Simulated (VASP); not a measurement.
H, 2 atoms in the cell. Symmetry: P6_3/mmc, No. 194, hexagonal system. The conventional cell has a = 5.699 Å, b = 5.699 Å, c = 4.281 Å, α = 90.00°, β = 90.00°, γ = 120.00°. H (site symmetry -6m2) has 8 H at 3.92 to 4.28 Å within 5.2 Å. 

- Program: VASP 6.6.1
- Task: single point
- Functional: PBE
- Potentials or basis: VASP PAW PBE potentials, release 64 (H)
- Cutoff: 520 eV
- k mesh: 6 × 6 × 6
- Occupations: gaussian, width 0.02 eV
- Spin: collinear spin
- Starting moments: [1.05, 1.05] μB
- Dipole correction: no
- Further INCAR settings: ALGO = Normal; EDIFF = 1e-07; NBANDS = 12

Potentials or basis: VASP PAW PBE potentials, release 64 (H).

Run with:

```bash
$ cat potpaw_PBE.64/H/POTCAR > POTCAR
$ mpirun -np 1 vasp_std > vasp.out
```

Hardware: 1 thread of Intel(R) Xeon(R) Platinum 8559C (Emerald Rapids), with other jobs on the host.

Problem. How long does it take, and how much memory?

Solution. It took 51 s on 1 thread of Intel(R) Xeon(R) Platinum 8559C (Emerald Rapids), on a shared host, peak memory 0.27 GiB. Counts: scf iterations 22, k points 28.
